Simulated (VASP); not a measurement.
Here is a VASP 6.6.1 calculation.

File INCAR:

```
SYSTEM = Ni
ALGO = Normal ; EDIFF = 1E-6
EDIFFG = -0.01 ; ENCUT = 600
GGA = PE ; IBRION = 2
ISIF = 3 ; ISMEAR = 0
LASPH = .True. ; LCHARG = .False.
LREAL = .False. ; LWAVE = .False.
NELM = 60 ; NSW = 100
PREC = Accurate ; SIGMA = 0.1
```

KPOINTS

```
k-points
0
Gamma
  26 26 26
  0 0 0
```

The input POSCAR:

```
Ni
1.0
    0.0000000000      1.7556472368      1.7556472368
    1.7556472368      0.0000000000      1.7556472368
    1.7556472368      1.7556472368      0.0000000000
Ni
1
Direct
    0.5000000000      0.5000000000      0.5000000000
```

Potentials or basis: VASP PAW PBE potentials, release 64 (Ni).

Command:

```sh
$ cat potpaw_PBE.64/Ni/POTCAR > POTCAR
$ mpirun -np 1 vasp_std > vasp.out
```

Task: What does it give for the band gap on the k mesh?

Result: Zero (band 5 reaches 9.44 eV, above the bottom of band 6 at 8.46 eV).

Final structure:
```
Ni
1.0
     0.00000    1.75565    1.75565
     1.75565    0.00000    1.75565
     1.75565    1.75565    0.00000
Ni
1
Direct
  0.50000 0.50000 0.50000
```

Caveat: the relaxation stopped at its first step, so nothing moved; the run has no spin polarisation, though such a crystal can be magnetic. Spin polarisation is off, so any magnetic state and its effect on volume and gap are missing.
